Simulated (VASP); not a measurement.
Input of a VASP 6.6.1 run:

Contents of INCAR:

```
SYSTEM = NaHfO
PREC = Accurate
ENCUT = 520
EDIFF = 1E-6
ISMEAR = 0
SIGMA = 0.1
LREAL = .False.
LASPH = .True.
NELM = 60
ALGO = Normal
ISIF = 2
LWAVE = .False.
LCHARG = .True.
GGA = PE
LELF = .True.
LVHAR = .True.
NBANDS = 32
```

File KPOINTS:

```
Automatic mesh
0
Gamma
  4 4 4
  0 0 0
```

Contents of POSCAR:

```
NaHfO
1.0
    4.3710713500      0.0000000000      0.0000000000
    0.0000000000      4.3710713500      0.0000000000
    0.0000000000      0.0000000000      5.6034991400
Na Hf O
2 2 2
Direct
    0.5000000000      0.5000000000      0.7385937400
    0.5000000000      0.5000000000      0.2614062600
    0.5000000000      0.0000000000      0.5000000000
    0.0000000000      0.5000000000      0.5000000000
    0.5000000000      0.0000000000      0.0000000000
    0.0000000000      0.5000000000      0.0000000000
```

Potentials or basis: VASP PAW PBE potentials, release 64 (Na_pv, Hf_pv, O).

Run with:

```bash
$ cat potpaw_PBE.64/Na_pv/POTCAR potpaw_PBE.64/Hf_pv/POTCAR potpaw_PBE.64/O/POTCAR > POTCAR
$ mpirun -np 1 vasp_std > vasp.out
```

**Question.** Predict the largest force.

**Answer.** 6.516 eV/Å.

**Question.** What does it give for the band gap on the k mesh?

**Answer.** Zero (bands 23 and 24 overlap by 0.47 eV).

**Question.** Predict the pressure.

**Answer.** 4.2 GPa.

Stress tensor (GPa, compression positive):
```
 19.64   0.00   0.00
  0.00  19.64   0.00
  0.00   0.00 -26.70
```

Caveat: the stress differs along the axes, from -27 to 20 GPa; spin-orbit coupling is left out, which moves the levels of the heavy elements; forces of over 1 eV/Å act on the atoms, so gaps and moduli don't describe the material at rest.
